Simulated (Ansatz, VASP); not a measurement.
Pd in VASP and in Ansatz

POSCAR

```
Pd
1.0
    0.0000000000      1.9067643606      1.9067643606
    1.9067643606      0.0000000000      1.9067643606
    1.9067643606      1.9067643606      0.0000000000
Pd
1
Direct
    0.0000000000      0.0000000000      0.0000000000
```

File INCAR.step1:

```
  PREC = Accurate
  ENCUT = 520
  ISMEAR = -1
  SIGMA = 0.05
  LREAL = F
  LASPH = T
  NELM = 80
  NBANDS = 11
  GGA = PE
  ALGO = Normal
  EDIFF = 1E-4
  LWAVE = T
  LCHARG = F
```

Contents of INCAR.step2:

```
  PREC = Accurate
  ENCUT = 520
  EDIFF = 1E-7
  ISMEAR = -1
  SIGMA = 0.05
  LREAL = F
  LASPH = T
  NELM = 80
  ALGO = Normal
  ISIF = 2
  LWAVE = F
  LCHARG = F
  METAGGA = R2SCAN
  LMIXTAU = T
  IVDW = 13
  VDW_S6 = 1.0
  VDW_S8 = 0.6018749
  VDW_A1 = 0.51559235
  VDW_A2 = 5.77342911
  NBANDS = 11
  ISTART = 1
```

The input KPOINTS:

```
Automatic mesh
0
Gamma
  12 12 12
```

File input.yaml:

```yaml
crystal:
  lattice:
    - [0.0, 1.9067643606, 1.9067643606]
    - [1.9067643606, 0.0, 1.9067643606]
    - [1.9067643606, 1.9067643606, 0.0]
  atoms:
    - { symbol: Pd, position: [0.0, 0.0, 0.0] }
hamiltonian:
  xc: r2scan
  pseudopotentials: { kind: paw }
  dispersion: d4
kpoints:
  mp_grid: { grid: [12, 12, 12] }
scf:
  occupations: { method: fermi_dirac, width: 0.05 }
output:
  forces: true
  stress: true
  eigenvalues: true
```

Alike in both runs: task single point; functional r2SCAN; dispersion D4; k mesh 12 × 12 × 12; occupations fermi-dirac, width 0.05 eV; no spin polarisation.

|  | VASP | Ansatz |
| --- | --- | --- |
| version | VASP 6.6.1 | Ansatz 0.2.0 |
| potentials or method | VASP PAW PBE potentials, release 64 (Pd) | Ansatz PAW |
| plane-wave cutoff (eV) | 520 | 500 |
| valence electrons in the cell | 10 | 18 |

Ansatz gave:

```
gap on the k mesh at the Fermi level (eV) : none
pressure (GPa)                            : 14.7
```

Question: Which values does VASP return?

Answer: gap on the k mesh at the Fermi level (eV): none; pressure (GPa): 15.8.

VASP's potentials were made for PBE, not for r2SCAN. A gap of «none» marks a metal or a gap that the smearing closes. VASP's potentials hold 10 valence electrons a cell and Ansatz's 18, so a difference there can come from the potentials and not from the codes.
